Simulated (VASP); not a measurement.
Here is a VASP 6.6.1 calculation.

The input POSCAR:

```
CaZnBr4
1.0
    4.7250966211     -4.7148070081      0.0000000000
    4.7250966211      4.7148070081      0.0000000000
    0.0000000000      0.0000000000      4.0554200322
Ca Zn Br
1 1 4
Direct
    0.5000000000      0.5000000000      0.5000000000
    0.0000000000      0.0000000000      0.0000000000
    0.8173285460      0.1826714540      0.5000000000
    0.2882808466      0.2882808466      0.0000000000
    0.7117191534      0.7117191534      0.0000000000
    0.1826714540      0.8173285460      0.5000000000
```

File INCAR.step1:

```
SYSTEM = CaZnBr4
PREC     = Accurate       ! precision mode
ENCUT    = 550            ! plane-wave cutoff, eV
ISMEAR   = 0              ! smearing method
SIGMA    = 0.02           ! smearing width, eV
LREAL    = .FALSE.        ! projectors in reciprocal space
LASPH    = .TRUE.         ! aspherical terms in the spheres
NELM     = 120            ! most SCF steps
NBANDS   = 34             ! bands
GGA      = PE             ! functional
ALGO     = Normal         ! electronic algorithm
EDIFF    = 1E-5           ! SCF threshold, eV
LWAVE    = .TRUE.         ! write WAVECAR
LCHARG   = .FALSE.        ! write CHGCAR
GGA_COMPAT= .FALSE.
```

INCAR.step2

```
SYSTEM = CaZnBr4
PREC     = Accurate       ! precision mode
ENCUT    = 550            ! plane-wave cutoff, eV
EDIFF    = 1E-6           ! SCF threshold, eV
ISMEAR   = 0              ! smearing method
SIGMA    = 0.02           ! smearing width, eV
LREAL    = .FALSE.        ! projectors in reciprocal space
LASPH    = .TRUE.         ! aspherical terms in the spheres
NELM     = 120            ! most SCF steps
ALGO     = Normal         ! electronic algorithm
ISIF     = 2              ! what is computed and relaxed
LWAVE    = .FALSE.        ! write WAVECAR
LCHARG   = .FALSE.        ! write CHGCAR
METAGGA  = R2SCAN         ! meta-GGA
LMIXTAU  = .TRUE.       
NBANDS   = 34             ! bands
ISTART   = 1            
GGA_COMPAT= .FALSE.
```

File KPOINTS:

```
Automatic mesh
0
G
  4 4 8
  0 0 0
```

Potentials or basis: VASP PAW PBE potentials, release 64 (Ca_sv, Zn, Br).

The run is started by

```bash
$ cat potpaw_PBE.64/Ca_sv/POTCAR potpaw_PBE.64/Zn/POTCAR potpaw_PBE.64/Br/POTCAR > POTCAR
$ cp INCAR.step1 INCAR
$ mpirun -np 1 vasp_std > vasp.out
$ cp INCAR.step2 INCAR
$ mpirun -np 1 vasp_std > vasp.out
```

(1) Predict the pressure.

(2) Estimate the band gap on the k mesh.

(3) Estimate the largest force.

## Answers

(1) -1.0 GPa.

(2) 2.68 eV.

(3) 0.099 eV/Å.

Caveat: the PAW data sets were made with another functional, which shifts forces and pressure a little.
